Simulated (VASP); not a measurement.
MgS: single point with PBEsol

MgS:

```
Mg S
1.0
     0.00000    2.61712    2.57754
     2.61712    0.00000    2.57754
     2.61712    2.61712    0.00000
Mg S
1 1
Cartesian
  0.0000 0.0000 0.0000
  2.6171 2.6171 2.5775
```

```
Program             : VASP 6.6.1
Task                : single point
Functional          : PBEsol
Potentials or basis : VASP PAW PBE potentials, release 64 (Mg, S)
Cutoff              : 600 eV
k mesh              : 6 × 6 × 6
Occupations         : gaussian, width 0.01 eV
Spin                : no spin polarisation
```

```json
{
  "Pressure": "-1.3 GPa",
  "Band gap on the k mesh": "2.62 eV (least direct gap 3.55 eV)"
}
```

Stress tensor (GPa, compression positive):
```
-1.79  0.00  0.00
 0.00 -1.79  0.00
 0.00  0.00 -0.19
```

Levels at points of the mesh, in eV from the valence-band top:
| k point | band 1 | band 2 | band 3 | band 4 | band 5 | band 6 | band 7 | band 8 | band 9 |
| --- | --- | --- | --- | --- | --- | --- | --- | --- | --- |
| (0.00, 0.00, 0.00) | -12.69 | -0.07 | 0.00 | 0.00 | 3.55 | 7.78 | 7.78 | 7.94 | 10.18 |
| (0.50, 0.00, 0.00) | -11.37 | -4.90 | -0.64 | -0.60 | 4.37 | 6.72 | 6.89 | 10.02 | 11.93 |
| (0.50, 0.50, 0.00) | -10.96 | -4.26 | -1.77 | -1.77 | 2.62 | 4.19 | 11.93 | 12.82 | 13.15 |
| (0.50, 0.00, 0.50) | -11.01 | -4.28 | -1.77 | -1.64 | 2.70 | 4.25 | 11.77 | 12.77 | 13.04 |

Wall time 25 s on 1 thread of Intel Xeon 8259CL, on a shared host, peak memory 0.17 GiB.

Caveat: the PAW data sets were made with another functional, which shifts forces and pressure a little. A k mesh can miss the band edges.
